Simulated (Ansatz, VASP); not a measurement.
## NaB: VASP beside Ansatz

```
Na B
1.0
     0.00000    2.68920    2.68920
     2.68920    0.00000    2.68920
     2.68920    2.68920    0.00000
Na B
1 1
Cartesian
  0.0000 0.0000 0.0000
  2.6892 2.6892 2.6892
```

Alike in both runs: functional PBE; k mesh 14 × 14 × 14; no spin polarisation.

Ansatz relaxed the structure, and its values are those at the end. VASP's run is a single point on that final structure, the one shown.

```csv
,VASP,Ansatz
version,VASP 6.6.1,Ansatz 0.2.0
potentials or method,"VASP PAW PBE potentials, release 64 (Na_pv, B), cutoff 520 eV","plane waves, PAW"
occupations,"fermi-dirac, width 0.1 eV",fermi-dirac
valence electrons in the cell,10,12
```

VASP gave:

```
pressure (GPa) : 0.1
```

Q: What did Ansatz give for the same quantities?

A: Pressure (GPa): 0.0.

VASP's potentials hold 10 valence electrons a cell and Ansatz's 12, so a difference there can come from the potentials and not from the codes. Ansatz's warnings: stress scf threshold loose.
